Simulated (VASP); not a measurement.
A run of VASP 6.6.1 is set up as follows.

File INCAR:

```
SYSTEM = Ca
ALGO = Normal
EDIFF = 1E-6
ENCUT = 520
GGA = CA
ISIF = 2
ISMEAR = 0
LASPH = .TRUE.
LCHARG = .TRUE.
LELF = .TRUE.
LREAL = .FALSE.
LVHAR = .TRUE.
LWAVE = .FALSE.
NBANDS = 11
NELM = 60
PREC = Accurate
SIGMA = 0.05
```

File KPOINTS:

```
k-points
0
G
  9 9 9
  0 0 0
```

POSCAR

```
Ca
1.0
   -2.0536899929      2.0588272853      2.3954333007
    2.0536899929     -2.0588272853      2.3954333007
    2.0536899929      2.0588272853     -2.3954333007
Ca
1
Direct
    0.5000000000      0.5000000000      0.0000000000
```

Potentials or basis: VASP PAW LDA potentials, release 64 (Ca_sv).

Launch:

```sh
$ cat potpaw_LDA.64/Ca_sv/POTCAR > POTCAR
$ mpirun -np 1 vasp_std > vasp.out
```

Task: What does it give for the band gap on the k mesh?

Result: Zero (band 5 reaches 2.07 eV, above the bottom of band 6 at 1.94 eV).

Task: Estimate the pressure.

Result: -1.2 GPa.

Stress tensor (GPa, compression positive):
```
-1.23  0.00  0.00
 0.00 -1.24  0.00
 0.00  0.00 -1.07
```
